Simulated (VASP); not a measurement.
Input of a VASP 6.6.1 run:

File INCAR:

```
ALGO = Normal
EDIFF = 1E-7
EDIFFG = -0.005
ENCUT = 600
GGA = CA
IBRION = 2
ISIF = 3
ISMEAR = -1
LASPH = T
LCHARG = F
LREAL = F
LWAVE = F
NELM = 100
NSW = 45
PREC = Accurate
SIGMA = 0.05
```

The input KPOINTS:

```
k-points
0
Gamma
  14 14 14
```

POSCAR

```
La
1.0
   -2.0232136209      2.0232136209      2.0232136209
    2.0232136209     -2.0232136209      2.0232136209
    2.0232136209      2.0232136209     -2.0232136209
La
1
Direct
    0.0000000000      0.0000000000      0.0000000000
```

Potentials or basis: VASP PAW LDA potentials, release 64 (La).

Command:

```sh
$ cat potpaw_LDA.64/La/POTCAR > POTCAR
$ mpirun -np 1 vasp_std > vasp.out
```

Question: Predict the relaxed volume.

Answer: 33.07 Å³/atom.

Question: Estimate the space group after relaxing (to 0.05 Å).

Answer: Im-3m (No. 229).

Question: What does it give for the relaxed cell?

Answer: a = 3.502 Å, b = 3.502 Å, c = 3.502 Å, α = 109.47°, β = 109.47°, γ = 109.47°.

Final structure:
```yaml
crystal:
  lattice:
    - [-2.02199, 2.02199, 2.02199]
    - [2.02199, -2.02199, 2.02199]
    - [2.02199, 2.02199, -2.02199]
  atoms:
    - { symbol: La, position: [0.00000, 0.00000, 0.00000] }
```
